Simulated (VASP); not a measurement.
Input of a VASP 6.6.1 run:

INCAR

```
  PREC = Accurate
  ENCUT = 520
  EDIFF = 1E-7
  ISMEAR = -1
  SIGMA = 0.05
  LREAL = F
  LASPH = T
  NELM = 60
  ALGO = Normal
  ISIF = 2
  LWAVE = F
  LCHARG = F
  GGA = PS
  NBANDS = 34
```

The input KPOINTS:

```
Automatic mesh
0
Gamma
  7 7 7
```

The input POSCAR:

```
CuO
1.0
    4.1077829155      0.0000000000      0.0000000000
    0.0000000000      4.1077829155      0.0000000000
    0.0000000000      0.0000000000      3.8400560846
Cu O
3 3
Direct
    0.5000000000      0.0000000000      0.5000000000
    0.0000000000      0.5000000000      0.5000000000
    0.0000000000      0.0000000000      0.0000000000
    0.0000000000      0.0000000000      0.5000000000
    0.5000000000      0.0000000000      0.0000000000
    0.0000000000      0.5000000000      0.0000000000
```

Potentials or basis: VASP PAW PBE potentials, release 64 (Cu, O).

The run is started by

```sh
$ cat potpaw_PBE.64/Cu/POTCAR potpaw_PBE.64/O/POTCAR > POTCAR
$ mpirun -np 1 vasp_std > vasp.out
```

(1) Estimate the pressure.

(2) Predict the band gap on the k mesh.

Results:

(1) 0.8 GPa.

(2) zero (an odd number of electrons rules out a gap without spin polarisation).

Caveat: the PAW data sets were made with another functional, which shifts forces and pressure a little; an odd number of electrons without spin polarisation forces a metal; a magnetic or distorted state may lie lower; semilocal functionals often make such compounds metallic where correlation or magnetic order opens a gap, which also shifts bond lengths.
